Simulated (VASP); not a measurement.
# SiC (Cm) in VASP: further runs, part 2 of 2

VASP 6.6.1. The steps go on from the part before.

### 3 Single point, r2SCAN (the part above a cut slid along it)

Input file POSCAR:

```
SiC
1.0
    2.1740000000     -2.1740000000      0.0000000000
    2.1740000000      0.0000000000     -2.1740000000
   10.5078116000      7.7900942000      7.7900942000
Si C
6 6
Direct
    0.6406368067      0.6406368067      0.0624666667
   -0.3732798600     -0.3732798600      0.8958000000
    0.2378534733      0.2378534733      0.2291333333
    0.4322868067      0.4322868067      0.5624666667
   -0.1649298600     -0.1649298600      0.3958000000
    0.0295034733      0.0295034733      0.7291333333
    0.4843743067      0.4843743067      0.4374666667
    0.8871576400      0.8871576400      0.2708000000
    0.0815909733      0.0815909733      0.6041333333
    0.2760243067      0.2760243067      0.9374666667
   -0.3211923600     -0.3211923600      0.7708000000
    0.2899409733      0.2899409733      0.1041333333
```

Input file INCAR.step1:

```
SYSTEM = SiC
PREC = Accurate ; ENCUT = 520
ISMEAR = 0 ; SIGMA = 0.05
LREAL = .FALSE. ; LASPH = .TRUE.
NELM = 80 ; NBANDS = 36
GGA = PE ; ALGO = Normal
EDIFF = 1E-4 ; LWAVE = .TRUE.
LCHARG = .FALSE.
```

Input file INCAR.step2:

```
SYSTEM = SiC
PREC = Accurate ; ENCUT = 520
EDIFF = 1E-6 ; ISMEAR = 0
SIGMA = 0.05 ; LREAL = .FALSE.
LASPH = .TRUE. ; NELM = 80
ALGO = Normal ; ISIF = 2
LWAVE = .FALSE. ; LCHARG = .FALSE.
METAGGA = R2SCAN ; LMIXTAU = .TRUE.
NBANDS = 36 ; ISTART = 1
```

Input file KPOINTS:

```
Automatic mesh
0
G
  10 10 2
  0 0 0
```

Potentials or basis: VASP PAW PBE potentials, release 64 (Si, C).

Started as:

```console
> cat potpaw_PBE.64/Si/POTCAR potpaw_PBE.64/C/POTCAR > POTCAR
> cp INCAR.step1 INCAR
> mpirun -np 1 vasp_std > vasp.out
> cp INCAR.step2 INCAR
> mpirun -np 1 vasp_std > vasp.out
```

OUTCAR:

```text
SYSTEM = SiC
   PREC = Accurate
   ENCUT = 520
   EDIFF = 1E-6
   ISMEAR = 0
   LREAL = .FALSE.
   LASPH = .TRUE.
   NELM = 80
   ISIF = 2
   METAGGA = R2SCAN
   ISTART = 1

 ion  position               nearest neighbor table
   1  0.641  0.641  0.062-  12 1.88  12 1.88  12 1.88  10 2.47  10 2.47   2 2.55   3 3.07   3 3.07
                             3 3.07
   2  0.627  0.627  0.896-  10 1.88  11 1.88  10 1.88  10 1.88   1 2.55   6 3.07   6 3.07   6 3.07

   3  0.238  0.238  0.229-   8 1.88  12 1.88   8 1.88   8 1.88   1 3.07   1 3.07   1 3.07   5 3.07
                             5 3.07   5 3.07
   4  0.432  0.432  0.562-   9 1.88   9 1.88   7 1.88   9 1.88   6 3.07   6 3.07   6 3.07   5 3.07
                             5 3.07   5 3.07
   5  0.835  0.835  0.396-   7 1.88   8 1.88   7 1.88   7 1.88   4 3.07   3 3.07   4 3.07   4 3.07
                             3 3.07   3 3.07
   6  0.030  0.030  0.729-  11 1.88   9 1.88  11 1.88  11 1.88   4 3.07   4 3.07   4 3.07   2 3.07
                             2 3.07   2 3.07
   7  0.484  0.484  0.437-   5 1.88   4 1.88   5 1.88   5 1.88
   8  0.887  0.887  0.271-   3 1.88   5 1.88   3 1.88   3 1.88
   9  0.082  0.082  0.604-   4 1.88   4 1.88   6 1.88   4 1.88
  10  0.276  0.276  0.937-   2 1.88   2 1.88   2 1.88   1 2.47   1 2.47
  11  0.679  0.679  0.771-   6 1.88   2 1.88   6 1.88   6 1.88
  12  0.290  0.290  0.104-   1 1.88   1 1.88   3 1.88   1 1.88

  LATTYP: Found a base centered monoclinic cell.
 ALAT       =     5.3251907008
 B/A-ratio  =     0.5773502692
 C/A-ratio  =     2.8589576580
 COS(beta)  =    -0.1457524209

  Lattice vectors:

 A1 = (  -2.1740000000,   2.1740000000,   0.0000000000)
 A2 = (  -2.1740000000,   0.0000000000,   2.1740000000)
 A3 = (  10.5078116000,   7.7900942000,   7.7900942000)

Analysis of symmetry for initial positions (statically):
=====================================================================
 Subroutine PRICEL returns:
 Original cell was already a primitive cell.
[... 171 lines left out ...]
   LEPSILON=     F    determine dielectric tensor
   LRPA    =     F    only Hartree local field effects (RPA)
 non-spin polarized calculation
 Gauss-broadening in eV      SIGMA  =   0.05
  energy-cutoff  :      520.00
  volume of cell :      123.30
 maximum number of plane-waves:      3346
   NGX = 11   NGY = 11   NGZ = 57

 number of electron      48.0000003 magnetization

 Free energy of the ion-electron system (eV)
  ---------------------------------------------------
  ext. energy  EPLUGINS =         0.00000000
  ---------------------------------------------------
  free energy    TOTEN  =      -113.12116182 eV

  energy without entropy =     -113.12116182  energy(sigma->0) =     -113.12116182

 E-fermi :   8.7828     XC(G=0): -12.0022

 val. band max:        8.5550351455   @ k =   0.1000   0.0000   0.0000
 cond. band min:       9.3684049644   @ k =   0.5000   0.0000  -0.0000
 fundamental gap:      0.8133698189
 Fermi energy:         8.7827803942

 k-point     1 :       0.0000    0.0000    0.0000
  band No.  band energies     occupation
      1      -8.2158      2.00000
      2      -7.6382      2.00000
      3      -7.5353      2.00000
      4      -6.0620      2.00000
      5      -5.9569      2.00000
      6      -4.4767      2.00000
[... 925 lines left out ...]
     35      16.2055      0.00000
     36      16.5572      0.00000

 [... further k-points ...]

------------------------ aborting loop because EDIFF is reached ----------------------------------------

  FORCE on cell =-STRESS in cart. coord.  units (eV):
  Direction    XX          YY          ZZ          XY          YZ          ZX
  --------------------------------------------------------------------------------------
  -------------------------------------------------------------------------------------
  Total        7.0893292     -2.3944732     -2.3944732      3.5095089      1.5121533      3.5095091
  in kB       92.1204095    -31.1143472    -31.1143472     45.6033839     19.6492753     45.6033862
  external PRESSURE =       9.9639050 kB  Pullay stress =       0.0000000 kB

 VOLUME and BASIS-vectors are now :
 -----------------------------------------------------------------------------
  energy-cutoff  :      520.00
  volume of cell :      123.30
      direct lattice vectors                 reciprocal lattice vectors
     2.174000000 -2.174000000  0.000000000     0.137354339 -0.322627262  0.137354339
     2.174000000  0.000000000 -2.174000000     0.137354339  0.137354339 -0.322627262
    10.507811600  7.790094200  7.790094200     0.038331800  0.038331800  0.038331800

 POSITION                                       TOTAL-FORCE (eV/Angst)
 -----------------------------------------------------------------------------------
      3.44188     -0.90612     -0.90612         0.463672     -0.311587     -0.311587
     12.13788      5.61588      5.61588        -0.393558     -0.062473     -0.062473
      3.44188      1.26788      1.26788         0.570987      0.176424      0.176424
      7.78988      3.44188      3.44188         0.060964      0.051185      0.051185
      7.78988      1.26788      1.26788         0.069030      0.046625      0.046625
      7.78988      5.61588      5.61588         0.073409      0.055598      0.055598
      6.70288      2.35488      2.35488        -0.052269     -0.056876     -0.056876
      6.70288      0.18088      0.18088        -0.046064     -0.034322     -0.034322
      6.70288      4.52888      4.52888        -0.077337     -0.049904     -0.049904
     11.05088      6.70288      6.70288        -1.724085      0.000252      0.000252
     11.05088      4.52888      4.52888        -0.236578     -0.105100     -0.105100
      2.35488      0.18088      0.18088         1.291829      0.290177      0.290177
 -----------------------------------------------------------------------------------
    total drift:                               -0.001559     -0.000546     -0.000546

  FREE ENERGIE OF THE ION-ELECTRON SYSTEM (eV)
  ---------------------------------------------------
  free  energy   TOTEN  =      -113.1211618227 eV

  energy  without entropy=     -113.1211618227  energy(sigma->0) =     -113.12116182
```

Run time: 31 min. Hardware: 1 thread of AMD EPYC 9755, shared host; peak memory 0.34 GiB.

What came out:

| Item | Value |
| --- | --- |
| Free energy | -113.1212 eV |
| Pressure | 1.0 GPa |
| Largest force | 1.724 eV/Å |
| Band gap on the k mesh | 0.81 eV (least direct gap 1.44 eV) |

Forces on the atoms (eV/Å):
```
Si   0.464 -0.312 -0.312
Si  -0.394 -0.062 -0.062
Si   0.571  0.176  0.176
Si   0.061  0.051  0.051
Si   0.069  0.047  0.047
Si   0.073  0.056  0.056
C   -0.052 -0.057 -0.057
C   -0.046 -0.034 -0.034
C   -0.077 -0.050 -0.050
C   -1.724  0.000  0.000
C   -0.237 -0.105 -0.105
C    1.292  0.290  0.290
```

Stress tensor (GPa, compression positive):
```
 9.21  4.56  4.56
 4.56 -3.11  1.96
 4.56  1.96 -3.11
```

Levels at points of the mesh, in eV from the valence-band top:
```csv
k point,band 20,band 21,band 22,band 23,band 24,band 25,band 26,band 27,band 28,band 29
"(0.00, 0.00, 0.00)",-0.63,-0.60,-0.45,-0.44,-0.06,4.29,5.68,5.94,6.21,6.44
"(0.50, 0.00, 0.00)",-2.85,-2.42,-2.01,-1.70,-0.69,0.81,2.00,2.43,3.65,4.21
"(0.50, 0.50, 0.00)",-2.38,-2.28,-2.05,-1.57,-0.86,1.14,1.66,2.52,3.70,4.46
"(0.00, 0.00, 0.50)",-0.79,-0.77,-0.58,-0.40,-0.35,4.32,5.69,5.92,6.25,6.42
"(0.50, 0.00, 0.50)",-2.49,-2.25,-1.97,-1.62,-0.62,0.82,1.64,2.77,3.38,4.61
"(0.50, 0.50, 0.50)",-2.89,-2.67,-1.90,-1.70,-0.66,0.83,1.94,2.69,3.41,4.43
```

Caveat: the cell differs from its parent crystal (the part above a cut slid along it); the stress differs along the axes, from -3 to 9 GPa; the PAW data sets were made with another functional, which shifts forces and pressure a little.
